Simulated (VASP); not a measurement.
# GaAs (F-43m) in VASP: further runs

GaAs is run at these levels: LDA; tasks: relaxation of cell and atoms.

Program: VASP 6.6.1. These are calculated values, not measurements. Logs are shortened: lines on timing, memory, paths and dates and some standing lists are left out, and cuts for length are marked.

## Step 1: The cell of the first run

Symmetry: F-43m, No. 216, cubic system. Conventional cell: a = 5.603 Å, b = 5.603 Å, c = 5.603 Å, α = 90.00°, β = 90.00°, γ = 90.00°. Ga (site symmetry -43m) has 4 As at 2.43 Å within 3.2 Å. Within 3.2 Å of As (site symmetry -43m) lie 4 Ga at 2.43 Å.

## Step 2: Relaxation of cell and atoms, LDA, target pressure 1 GPa, at which the enthalpy is minimised

Contents of INCAR:

```
ALGO = Normal
EDIFF = 1E-6
EDIFFG = -0.002
ENCUT = 600
GGA = CA
IBRION = 2
ISIF = 3
ISMEAR = 0
LASPH = T
LCHARG = F
LREAL = F
LWAVE = F
NELM = 60
NSW = 100
PREC = Accurate
PSTRESS = 10.0
SIGMA = 0.01
```

Contents of KPOINTS:

```
k-points
0
Gamma
  8 8 8
```

Contents of POSCAR:

```
GaAs
1.0
    0.0000000000      2.8014974874      2.8014974874
    2.8014974874      0.0000000000      2.8014974874
    2.8014974874      2.8014974874      0.0000000000
Ga As
1 1
Direct
    0.0000000000      0.0000000000      0.0000000000
    0.7500000000      0.7500000000      0.7500000000
```

Potentials or basis: VASP PAW LDA potentials, release 64 (Ga_d, As).

On the command line:

```sh
> cat potpaw_LDA.64/Ga_d/POTCAR potpaw_LDA.64/As/POTCAR > POTCAR
> mpirun -np 1 vasp_std > vasp.out
```

OUTCAR:

```text
EDIFF = 1E-6
   EDIFFG = -0.002
   ENCUT = 600
   GGA = CA
   IBRION = 2
   ISIF = 3
   ISMEAR = 0
   LASPH = T
   LREAL = F
   NELM = 60
   NSW = 100
   PREC = Accurate
   PSTRESS = 10.0

 ion  position               nearest neighbor table
   1  0.000  0.000  0.000-   2 2.43   2 2.43   2 2.43   2 2.43
   2  0.750  0.750  0.750-   1 2.43   1 2.43   1 2.43   1 2.43

  LATTYP: Found a face centered cubic cell.
 ALAT       =     5.6029949748

  Lattice vectors:

 A1 = (   0.0000000000,   2.8014974874,   2.8014974874)
 A2 = (   2.8014974874,   0.0000000000,   2.8014974874)
 A3 = (   2.8014974874,   2.8014974874,   0.0000000000)

Analysis of symmetry for initial positions (statically):
=====================================================================
 Subroutine PRICEL returns:
 Original cell was already a primitive cell.

 Routine SETGRP: Setting up the symmetry group for a
 face centered cubic supercell.

 Subroutine GETGRP returns: Found 24 space group operations
 (whereof 24 operations were pure point group operations)
 out of a pool of 48 trial point group operations.

The static configuration has the point symmetry T_d .

Analysis of symmetry for dynamics (positions and initial velocities):
=====================================================================
 Subroutine PRICEL returns:
 Original cell was already a primitive cell.

 Routine SETGRP: Setting up the symmetry group for a
 face centered cubic supercell.

 Subroutine GETGRP returns: Found 24 space group operations
 (whereof 24 operations were pure point group operations)
 out of a pool of 48 trial point group operations.

The dynamic configuration has the point symmetry T_d .

 Subroutine INISYM returns: Found 24 space group operations
 (whereof 24 operations are pure point group operations),
 and found     1 'primitive' translations

----------------------------------------------------------------------------------------

                                     Primitive cell

  volume of cell :      43.9745

  direct lattice vectors                    reciprocal lattice vectors
     0.000000000  2.801497487  2.801497487    -0.178475977  0.178475977  0.178475977
     2.801497487  0.000000000  2.801497487     0.178475977 -0.178475977  0.178475977
     2.801497487  2.801497487  0.000000000     0.178475977  0.178475977 -0.178475977

  length of vectors
     3.961915742  3.961915742  3.961915742     0.309129459  0.309129459  0.309129459

  position of ions in fractional coordinates (direct lattice)
     0.000000000  0.000000000  0.000000000
     0.750000000  0.750000000  0.750000000

  ion indices of the primitive-cell ions
   primitive index   ion index
                 1           1
                 2           2

----------------------------------------------------------------------------------------

 KPOINTS: k-points

Automatic generation of k-mesh.
 Grid dimensions read from file:
 generate k-points for:    8    8    8

 Generating k-lattice:

  Cartesian coordinates                     Fractional coordinates (reciprocal lattice)
    -0.022309497  0.022309497  0.022309497     0.125000000  0.000000000  0.000000000
     0.022309497 -0.022309497  0.022309497     0.000000000  0.125000000  0.000000000
     0.022309497  0.022309497 -0.022309497     0.000000000  0.000000000  0.125000000

  Length of vectors
     0.038641182  0.038641182  0.038641182

  Shift w.r.t. Gamma in fractional coordinates (k-lattice)
     0.000000000  0.000000000  0.000000000

 Subroutine IBZKPT returns following result:
 ===========================================

 Found     29 irreducible k-points:

 Following reciprocal coordinates:
            Coordinates               Weight
  0.000000  0.000000  0.000000      1.000000
  0.125000  0.000000  0.000000      8.000000
  0.250000  0.000000  0.000000      8.000000
  0.375000  0.000000  0.000000      8.000000
  0.500000  0.000000  0.000000      4.000000
  0.125000  0.125000  0.000000      6.000000
[... 16 lines left out ...]
  0.500000  0.250000  0.125000     48.000000
 -0.375000  0.250000  0.125000     24.000000
 [... further k-points ...]
   k-points           NKPTS =     29   k-points in BZ     NKDIM =     29   number of bands    NBANDS=     13
   number of dos      NEDOS =    301   number of ions     NIONS =      2
   total plane-waves  NPLWV =  32768
   dimension x,y,z NGX =    32 NGY =   32 NGZ =   32
   dimension x,y,z NGXF=    64 NGYF=   64 NGZF=   64
   ions per type =               1   1
   NGX,Y,Z   is equivalent  to a cutoff of  13.43, 13.43, 13.43 a.u.
   NGXF,Y,Z  is equivalent  to a cutoff of  26.86, 26.86, 26.86 a.u.
 SYSTEM =  unknown system
   PREC   = accura    normal or accurate (medium, high low for compatibility)
   ISTART =      0    job   : 0-new  1-cont  2-samecut
   ICHARG =      2    charge: 1-file 2-atom 10-const
   ISPIN  =      1    spin polarized calculation?
   LNONCOLLINEAR =      F non collinear calculations
   LSORBIT =      F    spin-orbit coupling
   LASPH  =      T    aspherical Exc in radial PAW
   ENCUT  =  600.0 eV  44.10 Ry    6.64 a.u.   7.91  7.91  7.91*2*pi/ulx,y,z
   NELM   =     60;   NELMIN=  2; NELMDL= -5     # of ELM steps
   EDIFF  = 0.1E-05   stopping-criterion for ELM
   LREAL  =      F    real-space projection
   EDIFFG = -.2E-02   stopping-criterion for IOM
   NSW    =    100    number of steps for IOM
   IBRION =      2    ionic relax: 0-MD 1-quasi-New 2-CG
   NFREE  =      1    steps in history (QN), initial steepest desc. (CG)
   ISIF   =      3    stress and relaxation
   ISYM   =      2    0-nonsym 1-usesym 2-fastsym
   POTIM  = 0.5000    time-step for ionic-motion
   TEBEG  =    0.0;   TEEND  =   0.0 temperature during run
   PSTRESS=   10.0 pullay stress
   NELECT =      18.0000    total number of electrons
   NUPDOWN=      -1.0000    fix difference up-down
   EMIN   =  10.00;   EMAX   =-10.00  energy-range for DOS
   EFERMI =   0.00;   METHOD = LEGACY
   ISMEAR =     0;   SIGMA  =   0.01  broadening in eV -4-tet -1-fermi 0-gaus
   EFERMI_NEDOS =   21; number of points for ismear=-14 and -15
   IALGO  =     38    algorithm
   IMIX   =      4    mixing-type and parameters
     AMIX     =   0.40;   BMIX     =  1.00
     AMIX_MAG =   1.60;   BMIX_MAG =  1.00
  volume/ion in A,a.u.               =      21.99       148.38
  Fermi-wavevector in a.u.,A,eV,Ry     =   1.215529  2.297017 20.102764  1.477511
  Thomas-Fermi vector in A             =   2.350913
   LORBIT       =      0    0 simple, 1 ext, 2 COOP (PROOUT), +10 PAW based schemes
   GGA     = CA    functional components
   LHFCALC =     F    Hartree Fock is set to
   AEXX    =    0.0000 exact exchange contribution
   IVDW    =     0    specifies the selected vdW correction
   LEPSILON=     F    determine dielectric tensor
   LRPA    =     F    only Hartree local field effects (RPA)
 conjugate gradient relaxation of ions
 non-spin polarized calculation
 Gauss-broadening in eV      SIGMA  =   0.01
  energy-cutoff  :      600.00
  volume of cell :       43.97
 maximum number of plane-waves:      1480
   NGX = 15   NGY = 15   NGZ = 15

--------------------------------------- Ionic step        1  -------------------------------------------

 number of electron      18.0000004 magnetization

 Free energy of the ion-electron system (eV)
  ---------------------------------------------------
  ext. energy  EPLUGINS =         0.00000000
  ---------------------------------------------------
  free energy    TOTEN  =        -9.63672320 eV

  energy without entropy =       -9.63672320  energy(sigma->0) =       -9.63672320

------------------------ aborting loop because EDIFF is reached ----------------------------------------

  FORCE on cell =-STRESS in cart. coord.  units (eV):
  Direction    XX          YY          ZZ          XY          YZ          ZX
  --------------------------------------------------------------------------------------
  -------------------------------------------------------------------------------------
  Total        0.0769700      0.0769700      0.0769700     -0.0000000      0.0000000     -0.0000000
  in kB        2.8043441      2.8043441      2.8043441     -0.0000000      0.0000000     -0.0000000
  external PRESSURE =      -7.1956559 kB  Pullay stress =      10.0000000 kB
[... 97 lines left out ...]
  energy  without entropy=       -9.6351282107  energy(sigma->0) =       -9.63512821

  enthalpy is  TOTEN    =        -9.3631549352 eV   P V=        0.2719732755

[... ionic steps 4 to 9 ...]

--------------------------------------- Ionic step       10  -------------------------------------------

 number of electron      18.0000000 magnetization

------------------------ aborting loop because EDIFF is reached ----------------------------------------
[... 71 lines left out ...]
--------------------------------------- Ionic step       12  -------------------------------------------

 number of electron      18.0000000 magnetization

 Free energy of the ion-electron system (eV)
  ---------------------------------------------------
  ext. energy  EPLUGINS =         0.00000000
  ---------------------------------------------------
  free energy    TOTEN  =        -9.63514438 eV

  energy without entropy =       -9.63514438  energy(sigma->0) =       -9.63514438

 E-fermi :   4.2072     XC(G=0): -10.0720

 val. band max:        4.1537064445   @ k =   0.0000   0.0000   0.0000
 cond. band min:       4.7590883249   @ k =   0.0000   0.0000   0.0000
 fundamental gap:      0.6053818804
 Fermi energy:         4.2072216958

 k-point     1 :       0.0000    0.0000    0.0000
  band No.  band energies     occupation
      1     -10.8476      2.00000
      2     -10.8476      2.00000
      3     -10.8476      2.00000
      4     -10.7604      2.00000
      5     -10.7604      2.00000
      6      -8.8757      2.00000
      7       4.1537      2.00000
      8       4.1537      2.00000
      9       4.1537      2.00000
     10       4.7591      0.00000
     11       7.8344      0.00000
     12       7.8344      0.00000
     13       7.8344      0.00000
[... 354 lines left out ...]
  band No.  band energies     occupation
      1     -10.9450      2.00000
      2     -10.8202      2.00000
      3     -10.8116      2.00000
      4     -10.7655      2.00000
      5     -10.7566      2.00000
      6      -6.6337      2.00000
      7      -2.5589      2.00000
      8       0.7542      2.00000
      9       2.1016      2.00000
     10       7.1961      0.00000
     11       8.2171      0.00000
     12      10.5480      0.00000
     13      11.8928      0.00000

 [... further k-points ...]

------------------------ aborting loop because EDIFF is reached ----------------------------------------

  FORCE on cell =-STRESS in cart. coord.  units (eV):
  Direction    XX          YY          ZZ          XY          YZ          ZX
  --------------------------------------------------------------------------------------
  -------------------------------------------------------------------------------------
  Total        0.2685325      0.2685325      0.2685325      0.0000000      0.0000000      0.0000000
  in kB        9.8728984      9.8728984      9.8728984      0.0000000      0.0000000      0.0000000
  external PRESSURE =      -0.1271016 kB  Pullay stress =      10.0000000 kB
[... 21 lines left out ...]
  energy  without entropy=       -9.6351443802  energy(sigma->0) =       -9.63514438

  enthalpy is  TOTEN    =        -9.3631548667 eV   P V=        0.2719895135

 reached required accuracy - stopping structural energy minimisation
```

It took 47 s on 1 thread of Intel Xeon Platinum 8559C (Emerald Rapids), shared host; peak memory 0.17 GiB.

What came out:

```yaml
Free_energy: -9.6351 eV
Relaxed_volume: 21.79 Å³/atom
Relaxed_cell: a = 3.950 Å, b = 3.950 Å, c = 3.950 Å, α = 60.00°, β = 60.00°, γ = 60.00°
Space_group_after_relaxing_to_0.05_Å: F-43m (No. 216)
Energy_change_on_relaxing_the_enthalpy_is_what_falls: +0.8 meV/atom
Ionic_steps: 12
Pressure_after_relaxing: 1.0 GPa
Band_gap_on_the_k_mesh: 0.61 eV, direct
```

Step by step:
| step | energy change (eV) | largest force (eV/Å) | pressure (GPa) | volume (Å³) |
| --- | --- | --- | --- | --- |
| 1 | 0.0000 | 0.0000 | 0.28 | 43.97 |
| 2 | 0.0033 | 0.0000 | 1.40 | 43.35 |
| 3 | 0.0016 | 0.0000 | 0.94 | 43.57 |
| 4 | 0.0018 | 0.0000 | 1.08 | 43.55 |
| 5 | 0.0017 | 0.0000 | 0.97 | 43.56 |
| 6 | 0.0017 | 0.0000 | 1.06 | 43.55 |
| 7 | 0.0014 | 0.0000 | 0.92 | 43.60 |
| 8 | 0.0016 | 0.0000 | 1.03 | 43.57 |
| 9 | 0.0016 | 0.0000 | 0.92 | 43.58 |
| 10 | 0.0016 | 0.0000 | 1.05 | 43.57 |
| 11 | 0.0016 | 0.0000 | 1.01 | 43.58 |
| 12 | 0.0016 | 0.0000 | 0.99 | 43.58 |

Final structure:
```cif
data_structure
_symmetry_space_group_name_H-M 'P 1'
_symmetry_Int_Tables_number 1
_cell_length_a 3.9500
_cell_length_b 3.9500
_cell_length_c 3.9500
_cell_angle_alpha 60.000
_cell_angle_beta 60.000
_cell_angle_gamma 60.000
_cell_volume 43.58
loop_
_atom_site_label
_atom_site_type_symbol
_atom_site_fract_x
_atom_site_fract_y
_atom_site_fract_z
_atom_site_occupancy
Ga1 Ga 0.00000 0.00000 0.00000 1
As1 As 0.75000 0.75000 0.75000 1
```

Caveat: the cell is relaxed towards a set pressure, so the enthalpy falls and the energy may rise. LDA gaps usually lie below the measured ones, often by a third to a half.

## Step 3: Relaxation of cell and atoms, LDA, target pressure 2 GPa, at which the enthalpy is minimised

Contents of INCAR:

```
ALGO = Normal ; EDIFF = 1E-6
EDIFFG = -0.002 ; ENCUT = 600
GGA = CA ; IBRION = 2
ISIF = 3 ; ISMEAR = 0
LASPH = T ; LCHARG = F
LREAL = F ; LWAVE = F
NELM = 100 ; NSW = 100
PREC = Accurate ; PSTRESS = 20.0
SIGMA = 0.01
```

KPOINTS is that of step 2.

POSCAR is that of step 2.

Potentials or basis: VASP PAW LDA potentials, release 64 (Ga_d, As).

On the command line:

```sh
> cat potpaw_LDA.64/Ga_d/POTCAR potpaw_LDA.64/As/POTCAR > POTCAR
> mpirun -np 1 vasp_std > vasp.out
```

It took 22 s on 1 thread of Intel Xeon Platinum 8559C (Emerald Rapids), shared host; peak memory 0.17 GiB.

It converged, with:

| Quantity | Value |
| --- | --- |
| Free energy | -9.6302 eV |
| Relaxed volume | 21.52 Å³/atom |
| Relaxed cell | a = 3.934 Å, b = 3.934 Å, c = 3.934 Å, α = 60.00°, β = 60.00°, γ = 60.00° |
| Space group after relaxing (to 0.05 Å) | F-43m (No. 216) |
| Energy change on relaxing (the enthalpy is what falls) | +3.3 meV/atom |
| Ionic steps | 3 |
| Pressure after relaxing | 2.0 GPa |
| Band gap on the k mesh | 0.70 eV, direct |

The path:
```
step  energy change (eV)  largest force (eV/Å)  pressure (GPa)  volume (Å³)
   1              0.0000                0.0000            0.28        43.97
   2              0.0153                0.0000            3.07        42.49
   3              0.0065                0.0000            2.00        43.04
```

Final structure:
```
CELL_PARAMETERS angstrom
0.00000 2.78158 2.78158
2.78158 0.00000 2.78158
2.78158 2.78158 0.00000
ATOMIC_POSITIONS crystal
Ga 0.00000 0.00000 0.00000
As 0.75000 0.75000 0.75000
```

Levels at points of the mesh, in eV from the valence-band top:
| k point | band 5 | band 6 | band 7 | band 8 | band 9 | band 10 | band 11 | band 12 | band 13 |
| --- | --- | --- | --- | --- | --- | --- | --- | --- | --- |
| (0.00, 0.00, 0.00) | -14.94 | -13.12 | 0.00 | 0.00 | 0.00 | 0.70 | 3.68 | 3.68 | 3.68 |
| (0.50, 0.00, 0.00) | -14.93 | -11.20 | -6.97 | -1.22 | -1.22 | 1.00 | 4.60 | 4.60 | 7.61 |
| (0.50, 0.50, 0.00) | -14.92 | -10.40 | -7.11 | -2.87 | -2.87 | 1.25 | 1.52 | 10.43 | 10.43 |

Caveat: the cell is relaxed towards a set pressure, so the enthalpy falls and the energy may rise.
